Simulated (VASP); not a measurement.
# CaF2 (Fluorite) (Fm-3m) in VASP: further runs, part 2 of 2

VASP 6.6.1. The steps go on from the part before.

### 4 Single point, PBE

INCAR reads:

```
SYSTEM = CaF2
PREC = Accurate
ENCUT = 600
EDIFF = 1E-6
ISMEAR = 0
SIGMA = 0.01
LREAL = .False.
LASPH = .True.
NELM = 120
ALGO = Normal
ISIF = 2
LWAVE = .False.
LCHARG = .False.
GGA = PE
NBANDS = 19
GGA_COMPAT = .False.
```

KPOINTS reads:

```
regular mesh
0
Gamma
  6 6 6
  0 0 0
```

POSCAR reads:

```
CaF2
1.0
    3.8622170000      0.0000000000      0.0000000000
    1.9311085000      3.3447780369      0.0000000000
    1.9311085000      1.1149260123      3.1534869753
Ca F
1 2
Direct
    0.0000000000      0.0000000000      0.0000000000
    0.2500000000      0.2500000000      0.2500000000
    0.7500000000      0.7500000000      0.7500000000
```

Potentials or basis: VASP PAW PBE potentials, release 64 (Ca_sv, F).

On the command line:

```bash
$ cat potpaw_PBE.64/Ca_sv/POTCAR potpaw_PBE.64/F/POTCAR > POTCAR
$ mpirun -np 1 vasp_std > vasp.out
```

OUTCAR:

```text
SYSTEM = CaF2
   PREC = Accurate
   ENCUT = 600
   EDIFF = 1E-6
   ISMEAR = 0
   LREAL = .False.
   LASPH = .True.
   NELM = 120
   ISIF = 2
   GGA = PE

 ion  position               nearest neighbor table
   1  0.000  0.000  0.000-   3 2.37   2 2.37   2 2.37   3 2.37   3 2.37   2 2.37   3 2.37   2 2.37

   2  0.250  0.250  0.250-   1 2.37   1 2.37   1 2.37   1 2.37
   3  0.750  0.750  0.750-   1 2.37   1 2.37   1 2.37   1 2.37

  LATTYP: Found a face centered cubic cell.
 ALAT       =     5.4619996622

  Lattice vectors:

 A1 = (   3.8622170000,   0.0000000000,   0.0000000000)
 A2 = (   1.9311085000,   3.3447780369,   0.0000000000)
 A3 = (   1.9311085000,   1.1149260123,   3.1534869753)

Analysis of symmetry for initial positions (statically):
=====================================================================
 Subroutine PRICEL returns:
 Original cell was already a primitive cell.

 Routine SETGRP: Setting up the symmetry group for a
 face centered cubic supercell.

 Subroutine GETGRP returns: Found 48 space group operations
 (whereof 48 operations were pure point group operations)
 out of a pool of 48 trial point group operations.

The static configuration has the point symmetry O_h .

Analysis of symmetry for dynamics (positions and initial velocities):
=====================================================================
 Subroutine PRICEL returns:
 Original cell was already a primitive cell.

 Routine SETGRP: Setting up the symmetry group for a
 face centered cubic supercell.

 Subroutine GETGRP returns: Found 48 space group operations
 (whereof 48 operations were pure point group operations)
 out of a pool of 48 trial point group operations.

The dynamic configuration has the point symmetry O_h .

 Subroutine INISYM returns: Found 48 space group operations
 (whereof 48 operations are pure point group operations),
 and found     1 'primitive' translations

----------------------------------------------------------------------------------------

                                     Primitive cell

  volume of cell :      40.7376

  direct lattice vectors                    reciprocal lattice vectors
     3.862217000  0.000000000  0.000000000     0.258918647 -0.149486751 -0.105703095
     1.931108500  3.344778037  0.000000000     0.000000000  0.298973501 -0.105703095
     1.931108500  1.114926012  3.153486975     0.000000000  0.000000000  0.317109285

  length of vectors
     3.862217000  3.862217000  3.862217000     0.317109285  0.317109285  0.317109285

  position of ions in fractional coordinates (direct lattice)
     0.000000000  0.000000000  0.000000000
     0.250000000  0.250000000  0.250000000
     0.750000000  0.750000000  0.750000000

  ion indices of the primitive-cell ions
   primitive index   ion index
                 1           1
                 2           2
                 3           3

----------------------------------------------------------------------------------------

 KPOINTS: regular mesh

Automatic generation of k-mesh.
 Grid dimensions read from file:
 generate k-points for:    6    6    6

 Generating k-lattice:

  Cartesian coordinates                     Fractional coordinates (reciprocal lattice)
     0.043153108 -0.024914458 -0.017617183     0.166666667  0.000000000  0.000000000
     0.000000000  0.049828917 -0.017617183     0.000000000  0.166666667  0.000000000
     0.000000000  0.000000000  0.052851548     0.000000000  0.000000000  0.166666667

  Length of vectors
     0.052851548  0.052851548  0.052851548

  Shift w.r.t. Gamma in fractional coordinates (k-lattice)
     0.000000000  0.000000000  0.000000000

 Subroutine IBZKPT returns following result:
 ===========================================

 Found     16 irreducible k-points:

 Following reciprocal coordinates:
            Coordinates               Weight
  0.000000  0.000000  0.000000      1.000000
  0.166667  0.000000 -0.000000      8.000000
  0.333333 -0.000000 -0.000000      8.000000
  0.500000 -0.000000 -0.000000      4.000000
  0.166667  0.166667  0.000000      6.000000
  0.333333  0.166667 -0.000000     24.000000
[... 8 lines left out ...]
 -0.333333  0.333333  0.166667     24.000000
 -0.333333  0.500000  0.166667     12.000000
   k-points           NKPTS =     16   k-points in BZ     NKDIM =     16   number of bands    NBANDS=     19
   number of dos      NEDOS =    301   number of ions     NIONS =      3
   total plane-waves  NPLWV =  32768
   dimension x,y,z NGX =    32 NGY =   32 NGZ =   32
   dimension x,y,z NGXF=    64 NGYF=   64 NGZF=   64
   ions per type =               1   2
   NGX,Y,Z   is equivalent  to a cutoff of  13.77, 13.77, 13.77 a.u.
   NGXF,Y,Z  is equivalent  to a cutoff of  27.55, 27.55, 27.55 a.u.
 SYSTEM =  CaF2
   PREC   = accura    normal or accurate (medium, high low for compatibility)
   ISTART =      0    job   : 0-new  1-cont  2-samecut
   ICHARG =      2    charge: 1-file 2-atom 10-const
   ISPIN  =      1    spin polarized calculation?
   LNONCOLLINEAR =      F non collinear calculations
   LSORBIT =      F    spin-orbit coupling
   LASPH  =      T    aspherical Exc in radial PAW
   ENCUT  =  600.0 eV  44.10 Ry    6.64 a.u.   7.71  7.71  7.71*2*pi/ulx,y,z
   NELM   =    120;   NELMIN=  2; NELMDL= -5     # of ELM steps
   EDIFF  = 0.1E-05   stopping-criterion for ELM
   LREAL  =      F    real-space projection
   EDIFFG = 0.1E-04   stopping-criterion for IOM
   NSW    =      0    number of steps for IOM
   IBRION =     -1    ionic relax: 0-MD 1-quasi-New 2-CG
   NFREE  =      0    steps in history (QN), initial steepest desc. (CG)
   ISIF   =      2    stress and relaxation
   ISYM   =      2    0-nonsym 1-usesym 2-fastsym
   POTIM  = 0.5000    time-step for ionic-motion
   TEBEG  =    0.0;   TEEND  =   0.0 temperature during run
   PSTRESS=    0.0 pullay stress
   NELECT =      24.0000    total number of electrons
   NUPDOWN=      -1.0000    fix difference up-down
   EMIN   =  10.00;   EMAX   =-10.00  energy-range for DOS
   EFERMI =   0.00;   METHOD = LEGACY
   ISMEAR =     0;   SIGMA  =   0.01  broadening in eV -4-tet -1-fermi 0-gaus
   EFERMI_NEDOS =   21; number of points for ismear=-14 and -15
   IALGO  =     38    algorithm
   IMIX   =      4    mixing-type and parameters
     AMIX     =   0.40;   BMIX     =  1.00
     AMIX_MAG =   1.60;   BMIX_MAG =  1.00
  volume/ion in A,a.u.               =      13.58        91.64
  Fermi-wavevector in a.u.,A,eV,Ry     =   1.372399  2.593457 25.626270  1.883478
  Thomas-Fermi vector in A             =   2.498009
   LORBIT       =      0    0 simple, 1 ext, 2 COOP (PROOUT), +10 PAW based schemes
   GGA     = PE    functional components
   LHFCALC =     F    Hartree Fock is set to
   AEXX    =    0.0000 exact exchange contribution
   IVDW    =     0    specifies the selected vdW correction
   LEPSILON=     F    determine dielectric tensor
   LRPA    =     F    only Hartree local field effects (RPA)
 non-spin polarized calculation
 Gauss-broadening in eV      SIGMA  =   0.01
  energy-cutoff  :      600.00
  volume of cell :       40.74
 maximum number of plane-waves:      1380
   NGX = 15   NGY = 15   NGZ = 15

 number of electron      23.9999989 magnetization

 Free energy of the ion-electron system (eV)
  ---------------------------------------------------
  ext. energy  EPLUGINS =         0.00000000
  ---------------------------------------------------
  free energy    TOTEN  =       -17.33360879 eV

  energy without entropy =      -17.33360879  energy(sigma->0) =      -17.33360879

 E-fermi :  -0.8939     XC(G=0):  -9.6313

 val. band max:       -0.9716916463   @ k =   0.5000   0.5000  -0.0000
 cond. band min:       6.3085715162   @ k =   0.0000   0.0000   0.0000
 fundamental gap:      7.2802631625
 Fermi energy:        -0.8939490346

 k-point     1 :       0.0000    0.0000    0.0000
  band No.  band energies     occupation
      1     -36.9954      2.00000
      2     -20.9064      2.00000
      3     -20.1348      2.00000
      4     -17.9347      2.00000
      5     -17.9347      2.00000
      6     -17.9347      2.00000
[... 11 lines left out ...]
     18      10.2560      0.00000
     19      15.9781      0.00000
[... 309 lines left out ...]
 k-point    16 :      -0.3333    0.5000    0.1667
  band No.  band energies     occupation
      1     -36.9509      2.00000
      2     -21.0705      2.00000
      3     -20.6809      2.00000
      4     -18.0405      2.00000
      5     -17.8005      2.00000
      6     -17.4249      2.00000
[... 11 lines left out ...]
     18      13.5654      0.00000
     19      13.6128      0.00000

------------------------ aborting loop because EDIFF is reached ----------------------------------------

  FORCE on cell =-STRESS in cart. coord.  units (eV):
  Direction    XX          YY          ZZ          XY          YZ          ZX
  --------------------------------------------------------------------------------------
  -------------------------------------------------------------------------------------
  Total        0.6168083      0.6168083      0.6168083     -0.0000000      0.0000000     -0.0000000
  in kB       24.2586036     24.2586036     24.2586036     -0.0000000      0.0000000     -0.0000000
  external PRESSURE =      24.2586036 kB  Pullay stress =       0.0000000 kB

 VOLUME and BASIS-vectors are now :
 -----------------------------------------------------------------------------
  energy-cutoff  :      600.00
  volume of cell :       40.74
      direct lattice vectors                 reciprocal lattice vectors
     3.862217000  0.000000000  0.000000000     0.258918647 -0.149486751 -0.105703095
     1.931108500  3.344778037  0.000000000     0.000000000  0.298973501 -0.105703095
     1.931108500  1.114926012  3.153486975     0.000000000  0.000000000  0.317109285

 POSITION                                       TOTAL-FORCE (eV/Angst)
 -----------------------------------------------------------------------------------
      0.00000      0.00000      0.00000        -0.000000     -0.000000      0.000000
      1.93111      1.11493      0.78837         0.000000     -0.000000     -0.000000
      5.79333      3.34478      2.36512        -0.000000      0.000000      0.000000
 -----------------------------------------------------------------------------------
    total drift:                                0.000000      0.000000     -0.000000

  FREE ENERGIE OF THE ION-ELECTRON SYSTEM (eV)
  ---------------------------------------------------
  free  energy   TOTEN  =       -17.3336087872 eV

  energy  without entropy=      -17.3336087872  energy(sigma->0) =      -17.33360879
```

OSZICAR:

```text
N       E                     dE             d eps       ncg     rms          rms(c)
DAV:   1     0.239168206321E+03    0.23917E+03   -0.14714E+04   608   0.143E+03
DAV:   2    -0.538082635143E+01   -0.24455E+03   -0.23820E+03   712   0.372E+02
DAV:   3    -0.182019124115E+02   -0.12821E+02   -0.12763E+02   685   0.911E+01
DAV:   4    -0.186314378297E+02   -0.42953E+00   -0.42870E+00   981   0.130E+01
DAV:   5    -0.186342170953E+02   -0.27793E-02   -0.27786E-02   690   0.122E+00    0.800E+00
DAV:   6    -0.173124124014E+02    0.13218E+01   -0.55153E+00   641   0.161E+01    0.301E+00
DAV:   7    -0.173110539572E+02    0.13584E-02   -0.11881E-01   706   0.342E+00    0.172E+00
DAV:   8    -0.173304899289E+02   -0.19436E-01   -0.41452E-02   662   0.221E+00    0.226E-01
DAV:   9    -0.173327090693E+02   -0.22191E-02   -0.71125E-03   722   0.631E-01    0.128E-01
DAV:  10    -0.173335952311E+02   -0.88616E-03   -0.18064E-03   641   0.333E-01    0.235E-02
DAV:  11    -0.173336091530E+02   -0.13922E-04   -0.14607E-04   709   0.967E-02    0.154E-02
DAV:  12    -0.173336086292E+02    0.52378E-06   -0.19680E-05   737   0.443E-02    0.254E-03
DAV:  13    -0.173336087872E+02   -0.15804E-06   -0.38290E-06   690   0.170E-02
   1 F= -.17333609E+02 E0= -.17333609E+02  d E =-.442292E-30
```

stdout:

```text
POSCAR found type information on POSCAR CaF
 POSCAR found :  2 types and       3 ions
 scaLAPACK will be used
 LDA part: xc-table for (Slater+PW92), standard interpolation
 POSCAR, INCAR and KPOINTS ok, starting setup
 FFT: planning ... GRIDC
 FFT: planning ... GRID_SOFT
 FFT: planning ... GRID
 WAVECAR not read
 entering main loop
```

Run time: 7.7 s. Hardware: 1 thread of Intel Xeon Platinum 8488C (Sapphire Rapids), shared host; peak memory 0.17 GiB.

What came out:

| Property | Result |
| --- | --- |
| Free energy | -17.3336 eV |
| Pressure | 2.4 GPa |
| Band gap on the k mesh | 7.28 eV, indirect (least direct gap 7.54 eV) |

Levels at points of the mesh, in eV from the valence-band top:
```
           k point  band 10  band 11  band 12  band 13  band 14  band 15
(0.00, 0.00, 0.00)    -0.26    -0.26    -0.26     7.28     9.17     9.17
(0.50, 0.00, 0.00)    -1.24    -0.83    -0.83     9.38     9.38     9.75
(0.50, 0.50, 0.00)    -0.36    -0.36     0.00     8.12     9.52    10.08
```

A k mesh can miss the band edges. Expect the measured gap to be larger: semilocal functionals such as PBE lack the derivative discontinuity.

### 5 Single point, BLYP

Changes to INCAR since step 4:

```diff
@@ -12,4 +12,10 @@
 LWAVE = .False.
-LCHARG = .False.
-GGA = PE
+LCHARG = .True.
+GGA = B5
+ALDAX = 1.0
+AGGAX = 1.0
+AGGAC = 1.0
+ALDAC = 0.0
+LELF = .True.
+LVHAR = .True.
 NBANDS = 19
```

KPOINTS is that of step 4.

POSCAR is that of step 4.

On the command line:

```bash
$ cat potpaw_PBE.64/Ca_sv/POTCAR potpaw_PBE.64/F/POTCAR > POTCAR
$ mpirun -np 1 vasp_std > vasp.out
```

Run time: 16 s. Hardware: 1 thread of Intel Xeon Platinum 8488C (Sapphire Rapids), shared host; peak memory 0.17 GiB.

Results (log left out):

| Item | Value |
| --- | --- |
| Free energy | -16.9847 eV |
| Pressure | 4.3 GPa |
| Band gap on the k mesh | 7.40 eV, indirect (least direct gap 7.65 eV) |

Levels at points of the mesh, in eV from the valence-band top:
```csv
k point,band 9,band 10,band 11,band 12,band 13,band 14,band 15,band 16
"(0.00, 0.00, 0.00)",-2.10,-0.25,-0.25,-0.25,7.40,9.16,9.16,11.21
"(0.50, 0.00, 0.00)",-1.28,-1.22,-0.83,-0.83,9.37,9.37,9.76,10.86
"(0.50, 0.50, 0.00)",-1.63,-0.36,-0.36,0.00,8.15,9.53,10.06,10.86
```

Caveat: the PAW data sets were made with another functional, which shifts forces and pressure a little. A k mesh can miss the band edges.

### 6 Overview

```csv
level,potentials or basis,gap on the mesh (eV),pressure (GPa)
revPBE,"VASP PAW PBE potentials, release 64 (Ca_sv, F)",7.56,5.6
LDA,"VASP PAW LDA potentials, release 64 (Ca_sv, F)",6.91,-6.2
PBE,"VASP PAW PBE potentials, release 64 (Ca_sv, F)",7.28,2.4
BLYP,"VASP PAW PBE potentials, release 64 (Ca_sv, F)",7.40,4.3
```

Alike in all rows: task single point; no spin polarisation; cell as given; k mesh 6 × 6 × 6; cutoff (eV) 600; smearing gaussian 0.01 eV.

Caveats: the PAW data sets were made with another functional, which shifts forces and pressure a little (some runs).

Absolute energies hang on the potentials; compare differences alone.
